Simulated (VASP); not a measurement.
Runs of VASP 6.6.1 on Sr. The structure is that of space group Fm-3m (No. 225), or close to it. The cells are those of the table. 

| task | cell | k mesh | cutoff (eV) | smearing | pressure (GPa) | relaxed volume (Å³/atom) |
| --- | --- | --- | --- | --- | --- | --- |
| single point | a = 4.290 Å, angles 60.0°, 1 atom | 6 × 6 × 6 | 520 | gaussian 0.1 eV | (a) | - |
| single point | a = 4.090 Å, angles 60.0°, 1 atom | 14 × 14 × 14 | 520 | gaussian 0.01 eV | 0.0 | - |
| single point | a = 4.091 Å, angles 60.0°, 1 atom | 16 × 16 × 16 | 520 | gaussian 0.01 eV | 0.0 | - |
| relaxation of cell and atoms | relaxed from a = 4.290 Å, angles 60.0°, 1 atom | 14 × 14 × 14 | 600 | gaussian 0.01 eV | 0.0 | 48.43 |
| relaxation of cell and atoms | relaxed from a = 4.090 Å, angles 60.0°, 1 atom | 16 × 16 × 16 | 600 | gaussian 0.01 eV | 0.0 | 48.53 |

Alike in all rows: level LDA; potentials or basis VASP PAW LDA potentials, release 64 (Sr_sv); no spin polarisation.

Problem. Fill in the values left out.

Solution. (a) -1.5.
